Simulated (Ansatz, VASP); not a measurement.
# Sn2Te3Se in VASP and in Ansatz

```
CELL_PARAMETERS angstrom
5.66890 0.00000 0.00000
-2.83445 4.90941 0.00000
0.00000 0.00000 6.31608
ATOMIC_POSITIONS crystal
Sn 0.33333 0.66667 0.50000
Sn 0.66667 0.33333 0.50000
Te 0.33333 0.66667 0.00000
Te 0.66667 0.33333 0.00000
Te 0.00000 0.00000 0.50000
Se 0.00000 0.00000 0.00000
```

Alike in both runs: functional PBE; k mesh 6 × 6 × 6; occupations gaussian, width 0.1 eV; no spin polarisation.

Ansatz relaxed the structure, and its values are those at the end. VASP's run is a single point on that final structure, the one shown.

```csv
,VASP,Ansatz
version,VASP 6.6.1,Ansatz 0.2.0
potentials or method,"VASP PAW PBE potentials, release 64 (Sn_d, Te, Se), cutoff 520 eV","scalar-relativistic, plane waves, PAW"
valence electrons in the cell,52,92
```

```csv
,VASP,Ansatz,Ansatz less VASP
gap on the k mesh at the Fermi level (eV),none,none,-
pressure (GPa),-0.1,0.0,+0.05
```

A gap of «none» marks a metal or a gap that the smearing closes. VASP's potentials hold 52 valence electrons a cell and Ansatz's 92, so a difference there can come from the potentials and not from the codes.

Spin-orbit coupling is off throughout.
